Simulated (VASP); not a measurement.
The system is Ti3Al.

```
CELL_PARAMETERS angstrom
0.00000 3.23178 3.23178
3.23178 0.00000 3.23178
3.23178 3.23178 0.00000
ATOMIC_POSITIONS crystal
Ti 0.75000 0.75000 0.75000
Ti 0.25000 0.25000 0.25000
Ti 0.00000 0.00000 0.00000
Al 0.50000 0.50000 0.50000
```

Base run:

| Property | Result |
| --- | --- |
| Program | VASP 6.6.1 |
| Functional | PBE |
| Potentials or basis | VASP PAW PBE potentials, release 64 (Ti_sv, Al) |
| Cutoff | 520 eV |
| k mesh | 6 × 6 × 6 |
| Occupations | gaussian, width 0.1 eV |
| Spin | no spin polarisation |

Its results: pressure -1.3 GPa.

Task: The run is repeated on the same cell with these changes: spin from no spin polarisation to collinear spin, ferromagnetic start; further incar settings from ALGO = Normal; EDIFF = 1e-07; NBANDS = 28 to ALGO = Normal; EDIFF = 1e-07; NBANDS = 32. What comes out?

Result: Pressure -0.1 GPa; net moment 2.08 μB per cell; site moments Ti +0.27, +1.04; Al -0.02 μB.
